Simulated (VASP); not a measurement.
Wanted: the native input for a VASP 6.6.1 run.

| Property | Result |
| --- | --- |
| Task | single point |
| Functional | PBE |
| Potentials or basis | VASP PAW PBE potentials, release 64 (Y_sv) |
| Cutoff | 520 eV |
| k mesh | 6 × 6 × 9 |
| Occupations | fermi-dirac, width 0.08 eV |
| Spin | no spin polarisation |
| Dipole correction | no |
| Further INCAR settings | ALGO = Normal; EDIFF = 1e-07; NBANDS = 24 |

The structure of Y lies in POSCAR:

```
Y
1.0
    4.2623737373      0.0000000000      0.0000000000
   -2.1311868687      3.6913239369      0.0000000000
    0.0000000000      0.0000000000      2.4780961168
Y
3
Direct
    0.0000000000      0.0000000000      0.0000000000
    0.3333333333      0.6666666667      0.5000000000
    0.6666666667      0.3333333333      0.5000000000
```

This isn't the form of Y at room conditions, which is hcp.

The input as run:

INCAR

```
PREC     = Accurate       # precision mode
ENCUT    = 520            # plane-wave cutoff, eV
EDIFF    = 1E-7           # SCF threshold, eV
ISMEAR   = -1             # smearing method
SIGMA    = 0.08           # smearing width, eV
LREAL    = F              # projectors in reciprocal space
LASPH    = T              # aspherical terms in the spheres
NELM     = 60             # most SCF steps
ALGO     = Normal         # electronic algorithm
ISIF     = 2              # what is computed and relaxed
LWAVE    = F              # write WAVECAR
LCHARG   = F              # write CHGCAR
GGA      = PE             # functional
NBANDS   = 24             # bands
```

KPOINTS

```
Automatic mesh
0
Gamma
  6 6 9
```

Potentials or basis: VASP PAW PBE potentials, release 64 (Y_sv).

Command:

```console
$ cat potpaw_PBE.64/Y_sv/POTCAR > POTCAR
$ mpirun -np 1 vasp_std > vasp.out
```

Results of the run:

```
Pressure               : 149.1 GPa
Band gap on the k mesh : zero (an odd number of electrons rules out a gap without spin polarisation)
```

Caveat: the cell stands under pressure.

It took 23 s on 1 thread of Intel(R) Xeon(R) Platinum 8488C (Sapphire Rapids), on a shared host, peak memory 0.17 GiB.
